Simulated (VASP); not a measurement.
Runs of VASP 6.6.1 on Au. The structure is that of space group P6_3/mmc (No. 194), or close to it. The cells are those of the table. 

```tsv
task	cell	cutoff (eV)	k mesh for the DOS	occupations for the DOS	gap on the mesh (eV)	pressure (GPa)
single point	a = 2.752, b = 2.752, c = 4.571 Å, angles 90.0, 90.0, 120.0°, 2 atoms	520	-	-	none	31.4
single point	a = 2.401, b = 2.401, c = 3.959 Å, angles 90.0, 90.0, 120.0°, 2 atoms	520	-	-	none	(a)
single point	a = 2.861, b = 2.861, c = 4.806 Å, angles 90.0, 90.0, 120.0°, 2 atoms	520	-	-	none	-0.3
relaxation of shape and atoms at fixed volume	relaxed from a = 2.634, b = 2.634, c = 4.424 Å, angles 90.0, 90.0, 120.0°, 2 atoms	600	-	-	none	86.7
relaxation of shape and atoms at fixed volume	relaxed from a = 2.386, b = 2.386, c = 4.008 Å, angles 90.0, 90.0, 120.0°, 2 atoms	600	-	-	none	426.1
```

Alike in all rows: level PBEsol; potentials or basis VASP PAW PBE potentials, release 64 (Au); no spin polarisation; k mesh 15 × 15 × 8; smearing fermi-dirac 0.05 eV.

Fill in the values left out.

(a) 426.0.

Caveats: the PAW data sets were made with another functional, which shifts forces and pressure a little; spin-orbit coupling is left out, which moves the levels of the heavy elements.

A k mesh can miss the band edges, and the runs leave out spin-orbit coupling on Au.

A gap of «none» marks levels without a gap at the run's occupations.
